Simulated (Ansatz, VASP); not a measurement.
## PtSe2: VASP beside Ansatz

```xyz
3
Lattice="3.7287 0.0000 0.0000 -1.8643 3.2291 0.0000 0.0000 0.0000 5.2772" Properties=species:S:1:pos:R:3 pbc="T T T"
Pt    0.0000    0.0000    0.0000
Se    0.0000    2.1527    1.2993
Se    1.8643    1.0764    3.9778
```

Alike in both runs: task single point; functional HSE06; k mesh 6 × 6 × 2; occupations fermi-dirac, width 0.02 eV; no spin polarisation.

```csv
,VASP,Ansatz
version,VASP 6.6.1,Ansatz 0.2.0
potentials or method,"VASP PAW PBE potentials, release 64 (Pt, Se)","plane waves, PAW"
plane-wave cutoff (eV),400,420
valence electrons in the cell,22,50
```

Ansatz gave:

```
pressure (GPa)                                                : -0.5
traceless stress, the component that is largest in VASP (GPa) : 0.48
rms of the force components (eV/Å)                            : 0.138
```

**Question.** What did VASP give for the same quantities?

**Answer.** Pressure (GPa): -0.7; traceless stress, the component that is largest in VASP (GPa): 0.48; rms of the force components (eV/Å): 0.142.

Atom by atom the forces differ by 0.003 eV/Å (rms over components). With one functional, cell and mesh, what is left measures potentials, basis and numerics. VASP's potentials hold 22 valence electrons a cell and Ansatz's 50, so a difference there can come from the potentials and not from the codes. Ansatz's warnings: stress exchange threshold loose, stress scf threshold loose.

The k mesh is coarse, so the values compare programs but aren't converged. Spin-orbit coupling is off throughout.
